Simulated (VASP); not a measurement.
Runs of VASP 6.6.1 on Ti. The structure is that of space group P6_3/mmc (No. 194), or close to it. The cells are those of the table. 

```tsv
cell	further INCAR settings	gap on the mesh (eV)	pressure (GPa)
a = 2.906, b = 2.906, c = 4.827 Å, angles 90.0, 90.0, 120.0°, 2 atoms	ALGO = Fast; EDIFF = 1e-06; NBANDS = 19	none	-1.9
a = 2.861, b = 2.861, c = 4.545 Å, angles 90.0, 90.0, 120.0°, 2 atoms	ALGO = Fast; EDIFF = 1e-06; NBANDS = 19	none	9.1
a = 2.906, b = 2.906, c = 4.545 Å, angles 90.0, 90.0, 120.0°, 2 atoms	ALGO = Fast; EDIFF = 1e-06; NBANDS = 19	none	(b)
a = 2.994, b = 2.994, c = 4.545 Å, angles 90.0, 90.0, 120.0°, 2 atoms	ALGO = Fast; EDIFF = 1e-06; NBANDS = 19	none	(a)
a = 2.950, b = 2.950, c = 4.756 Å, angles 90.0, 90.0, 120.0°, 2 atoms	ALGO = Fast; EDIFF = 1e-07; NBANDS = 19	none	-3.4
a = 2.906, b = 2.906, c = 4.616 Å, angles 90.0, 90.0, 120.0°, 2 atoms	ALGO = Fast; EDIFF = 1e-06; NBANDS = 19	none	(c)
a = 2.994, b = 2.994, c = 4.616 Å, angles 90.0, 90.0, 120.0°, 2 atoms	ALGO = Fast; EDIFF = 1e-06; NBANDS = 19	none	-3.6
a = 2.950, b = 2.950, c = 4.616 Å, angles 90.0, 90.0, 120.0°, 2 atoms	ALGO = Fast; EDIFF = 1e-07; NBANDS = 19	none	-0.7
a = 2.906, b = 2.906, c = 4.756 Å, angles 90.0, 90.0, 120.0°, 2 atoms	ALGO = Fast; EDIFF = 1e-07; NBANDS = 19	none	-0.3
a = 2.861, b = 2.861, c = 4.827 Å, angles 90.0, 90.0, 120.0°, 2 atoms	ALGO = Fast; EDIFF = 1e-06; NBANDS = 19	none	1.5
a = 2.950, b = 2.950, c = 4.545 Å, angles 90.0, 90.0, 120.0°, 2 atoms	ALGO = Fast; EDIFF = 1e-07; NBANDS = 19	none	1.5
a = 2.861, b = 2.861, c = 4.616 Å, angles 90.0, 90.0, 120.0°, 2 atoms	ALGO = Fast; EDIFF = 1e-06; NBANDS = 19	none	7.1
```

Alike in all rows: task single point; level PBE; potentials or basis VASP PAW PBE potentials, release 64 (Ti_sv); no spin polarisation; k mesh 18 × 18 × 10; cutoff (eV) 520; smearing gaussian 0.15 eV.

Task: Fill in the values left out.

Result: (a) -2.1; (b) 5.1; (c) 3.1.

A gap of «none» marks levels without a gap at the run's occupations.
